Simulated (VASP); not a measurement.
# Sn (Fd-3m) in VASP: single point with BLYP

Aim: the single point of Sn with BLYP.

Program: VASP 6.6.1. These are calculated values, not measurements. Logs are shortened: lines on timing, memory, paths and dates and some standing lists are left out, and cuts for length are marked.

## 1. The cell of the first run

The structure is cubic, space group Fd-3m (No. 227). The conventional cell has a = 6.814 Å, b = 6.814 Å, c = 6.814 Å, α = 90.00°, β = 90.00°, γ = 90.00°. Within 3.9 Å of Sn (site symmetry -43m) lie 4 Sn at 2.95 Å.

This isn't the form of Sn at room conditions, which is tetragonal (white tin).

## 2. Single point, BLYP

The input, INCAR:

```
PREC     = Accurate       # precision mode
ENCUT    = 520            # plane-wave cutoff, eV
EDIFF    = 1E-7           # SCF threshold, eV
ISMEAR   = -1             # smearing method
SIGMA    = 0.1            # smearing width, eV
LREAL    = False          # projectors in reciprocal space
LASPH    = True           # aspherical terms in the spheres
NELM     = 100            # most SCF steps
ALGO     = Normal         # electronic algorithm
ISIF     = 2              # what is computed and relaxed
LWAVE    = False          # write WAVECAR
LCHARG   = False          # write CHGCAR
GGA      = B5             # functional
ALDAX    = 1.0          
AGGAX    = 1.0          
AGGAC    = 1.0          
ALDAC    = 0.0          
NBANDS   = 21             # bands
```

The input, KPOINTS:

```
Automatic mesh
0
Gamma
  4 4 4
```

The input, POSCAR:

```
Sn
1.0
    0.0000000000      3.4072280990      3.4072280990
    3.4072280990      0.0000000000      3.4072280990
    3.4072280990      3.4072280990      0.0000000000
Sn
2
Direct
    0.5000000000      0.5000000000      0.5000000000
    0.7500000000      0.7500000000      0.7500000000
```

Potentials or basis: VASP PAW PBE potentials, release 64 (Sn_d).

On the command line:

```console
$ cat potpaw_PBE.64/Sn_d/POTCAR > POTCAR
$ mpirun -np 1 vasp_std > vasp.out
```

OUTCAR:

```text
PREC = Accurate
   ENCUT = 520
   EDIFF = 1E-7
   ISMEAR = -1
   LREAL = False
   LASPH = True
   NELM = 100
   ISIF = 2
   GGA = B5

 ion  position               nearest neighbor table
   1  0.500  0.500  0.500-   2 2.95   2 2.95   2 2.95   2 2.95
   2  0.750  0.750  0.750-   1 2.95   1 2.95   1 2.95   1 2.95

  LATTYP: Found a face centered cubic cell.
 ALAT       =     6.8144561980

  Lattice vectors:

 A1 = (   0.0000000000,   3.4072280990,   3.4072280990)
 A2 = (   3.4072280990,   0.0000000000,   3.4072280990)
 A3 = (   3.4072280990,   3.4072280990,   0.0000000000)

Analysis of symmetry for initial positions (statically):
=====================================================================
 Subroutine PRICEL returns:
 Original cell was already a primitive cell.

 Routine SETGRP: Setting up the symmetry group for a
 face centered cubic supercell.

 Subroutine GETGRP returns: Found 48 space group operations
 (whereof 24 operations were pure point group operations)
 out of a pool of 48 trial point group operations.

The static configuration has the point symmetry T_d .
 The point group associated with its full space group is O_h .

Analysis of symmetry for dynamics (positions and initial velocities):
=====================================================================
 Subroutine PRICEL returns:
 Original cell was already a primitive cell.

 Routine SETGRP: Setting up the symmetry group for a
 face centered cubic supercell.

 Subroutine GETGRP returns: Found 48 space group operations
 (whereof 24 operations were pure point group operations)
 out of a pool of 48 trial point group operations.

The dynamic configuration has the point symmetry T_d .
 The point group associated with its full space group is O_h .

 Subroutine INISYM returns: Found 48 space group operations
 (whereof 24 operations are pure point group operations),
 and found     1 'primitive' translations

----------------------------------------------------------------------------------------

                                     Primitive cell

  volume of cell :      79.1104

  direct lattice vectors                    reciprocal lattice vectors
     0.000000000  3.407228099  3.407228099    -0.146746853  0.146746853  0.146746853
     3.407228099  0.000000000  3.407228099     0.146746853 -0.146746853  0.146746853
     3.407228099  3.407228099  0.000000000     0.146746853  0.146746853 -0.146746853

  length of vectors
[... 59 lines left out ...]
   ISPIN  =      1    spin polarized calculation?
   LNONCOLLINEAR =      F non collinear calculations
   LSORBIT =      F    spin-orbit coupling
   LASPH  =      T    aspherical Exc in radial PAW
   ENCUT  =  520.0 eV  38.22 Ry    6.18 a.u.   8.96  8.96  8.96*2*pi/ulx,y,z
   NELM   =    100;   NELMIN=  2; NELMDL= -5     # of ELM steps
   EDIFF  = 0.1E-06   stopping-criterion for ELM
   LREAL  =      F    real-space projection
   EDIFFG = 0.1E-05   stopping-criterion for IOM
   NSW    =      0    number of steps for IOM
   IBRION =     -1    ionic relax: 0-MD 1-quasi-New 2-CG
   NFREE  =      0    steps in history (QN), initial steepest desc. (CG)
   ISIF   =      2    stress and relaxation
   ISYM   =      2    0-nonsym 1-usesym 2-fastsym
   POTIM  = 0.5000    time-step for ionic-motion
   TEBEG  =    0.0;   TEEND  =   0.0 temperature during run
   PSTRESS=    0.0 pullay stress
   NELECT =      28.0000    total number of electrons
   NUPDOWN=      -1.0000    fix difference up-down
   EMIN   =  10.00;   EMAX   =-10.00  energy-range for DOS
   EFERMI =   0.00;   METHOD = LEGACY
   ISMEAR =    -1;   SIGMA  =   0.10  broadening in eV -4-tet -1-fermi 0-gaus
   EFERMI_NEDOS =   21; number of points for ismear=-14 and -15
   IALGO  =     38    algorithm
   IMIX   =      4    mixing-type and parameters
     AMIX     =   0.40;   BMIX     =  1.00
     AMIX_MAG =   1.60;   BMIX_MAG =  1.00
  volume/ion in A,a.u.               =      39.56       266.93
  Fermi-wavevector in a.u.,A,eV,Ry     =   1.158021  2.188342 18.245573  1.341012
  Thomas-Fermi vector in A             =   2.294627
   LORBIT       =      0    0 simple, 1 ext, 2 COOP (PROOUT), +10 PAW based schemes
   GGA     = B5    functional components
   LHFCALC =     F    Hartree Fock is set to
   AEXX    =    0.0000 exact exchange contribution
   IVDW    =     0    specifies the selected vdW correction
   LEPSILON=     F    determine dielectric tensor
   LRPA    =     F    only Hartree local field effects (RPA)
 non-spin polarized calculation
  energy-cutoff  :      520.00
  volume of cell :       79.11
 maximum number of plane-waves:      2148
   NGX = 17   NGY = 17   NGZ = 17

 number of electron      27.9999997 magnetization

 Free energy of the ion-electron system (eV)
  ---------------------------------------------------
  ext. energy  EPLUGINS =         0.00000000
  ---------------------------------------------------
  free energy    TOTEN  =        -6.32090893 eV

  energy without entropy =       -6.29488835  energy(sigma->0) =       -6.30789864

 E-fermi :   4.4095     XC(G=0):  -7.6966

 val. band max:        4.3739371612   @ k =   0.5000   0.0000   0.0000
 cond. band min:       4.6993208801   @ k =   0.2500   0.0000   0.0000
 fundamental gap:      0.3253837189
 Fermi energy:         4.4094546111

 k-point     1 :       0.0000    0.0000    0.0000
  band No.  band energies     occupation
      1     -16.7492      2.00000
      2     -16.7492      2.00000
      3     -16.7492      2.00000
      4     -16.7044      2.00000
      5     -16.7044      2.00000
      6     -16.4970      2.00000
[... 181 lines left out ...]
     20      12.8669      0.00000
     21      14.3297      0.00000

------------------------ aborting loop because EDIFF is reached ----------------------------------------

  FORCE on cell =-STRESS in cart. coord.  units (eV):
  Direction    XX          YY          ZZ          XY          YZ          ZX
  --------------------------------------------------------------------------------------
  -------------------------------------------------------------------------------------
  Total        0.2089899      0.2089899      0.2089899     -0.0000000      0.0000000      0.0000000
  in kB        4.2325518      4.2325518      4.2325518     -0.0000000      0.0000000      0.0000000
  external PRESSURE =       4.2325518 kB  Pullay stress =       0.0000000 kB

 VOLUME and BASIS-vectors are now :
 -----------------------------------------------------------------------------
  energy-cutoff  :      520.00
  volume of cell :       79.11
      direct lattice vectors                 reciprocal lattice vectors
     0.000000000  3.407228099  3.407228099    -0.146746853  0.146746853  0.146746853
     3.407228099  0.000000000  3.407228099     0.146746853 -0.146746853  0.146746853
     3.407228099  3.407228099  0.000000000     0.146746853  0.146746853 -0.146746853

 POSITION                                       TOTAL-FORCE (eV/Angst)
 -----------------------------------------------------------------------------------
      3.40723      3.40723      3.40723         0.000000      0.000000      0.000000
      5.11084      5.11084      5.11084        -0.000000     -0.000000     -0.000000
 -----------------------------------------------------------------------------------
    total drift:                                0.000000      0.000000      0.000000

  FREE ENERGIE OF THE ION-ELECTRON SYSTEM (eV)
  ---------------------------------------------------
  free  energy   TOTEN  =        -6.3209089306 eV

  energy  without entropy=       -6.2948883503  energy(sigma->0) =       -6.30789864
```

Run time: 25 s. Hardware: 1 thread of Intel Xeon Platinum 8259CL at 2.50GHz (Skylake/Cascade Lake), shared host; peak memory 0.2 GiB.

What came out:

```yaml
Free_energy: -6.3209 eV
Pressure: 0.4 GPa
Band_gap_on_the_k_mesh: zero (bands 14 and 15 overlap by 0.36 eV)
```

Levels at points of the mesh, in eV from the Fermi level:
| k point | band 11 | band 12 | band 13 | band 14 | band 15 | band 16 | band 17 | band 18 |
| --- | --- | --- | --- | --- | --- | --- | --- | --- |
| (0.00, 0.00, 0.00) | -9.50 | -1.53 | 0.33 | 0.33 | 0.33 | 2.35 | 2.35 | 2.35 |
| (0.50, 0.00, 0.00) | -8.17 | -5.64 | -0.67 | -0.67 | -0.04 | 3.41 | 3.41 | 6.07 |
| (0.50, 0.50, 0.00) | -6.89 | -6.89 | -1.77 | -1.77 | 1.26 | 1.26 | 6.95 | 6.95 |

Caveat: the k points lie up to 0.40 Å⁻¹ apart; the PAW data sets were made with another functional, which shifts forces and pressure a little; spin-orbit coupling is left out, which moves the levels of the heavy elements.

The gap in the log of VASP goes by the Fermi energy; the results here count the filled bands.